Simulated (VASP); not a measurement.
## HfO2: single point with LDA

HfO2:

```
CELL_PARAMETERS angstrom
0.00000 2.52293 2.52293
2.52293 0.00000 2.52293
2.52293 2.52293 0.00000
ATOMIC_POSITIONS crystal
Hf 0.00000 0.00000 0.00000
O 0.25000 0.25000 0.25000
O 0.75000 0.75000 0.75000
```

This cell differs from its parent crystal: volume scaled by 0.96.

```json
{
 "Program": "VASP 6.6.1",
 "Task": "single point",
 "Functional": "LDA",
 "Potentials or basis": "VASP PAW LDA potentials, release 64 (Hf_pv, O)",
 "Cutoff": "520 eV",
 "k mesh": "8 × 8 × 8",
 "Occupations": "fermi-dirac, width 0.01 eV",
 "Spin": "no spin polarisation"
}
```

```json
{
  "Pressure": "-10.2 GPa",
  "Band gap on the k mesh": "3.63 eV, direct"
}
```

Levels at points of the mesh, in eV from the valence-band top:
```csv
k point,band 9,band 10,band 11,band 12,band 13,band 14
"(0.00, 0.00, 0.00)",-0.62,-0.62,-0.62,3.72,3.72,5.80
"(0.50, 0.00, 0.00)",-2.79,-1.86,-1.86,4.48,4.48,7.07
"(0.50, 0.50, 0.00)",-1.58,-1.58,0.00,3.63,5.40,6.72
```

Run time: 11 s on 1 thread of AMD EPYC 9R14 (Zen 4), with other jobs on the host, peak memory 0.12 GiB.

Caveat: spin-orbit coupling is left out, which moves the levels of the heavy elements. A k mesh can miss the band edges.
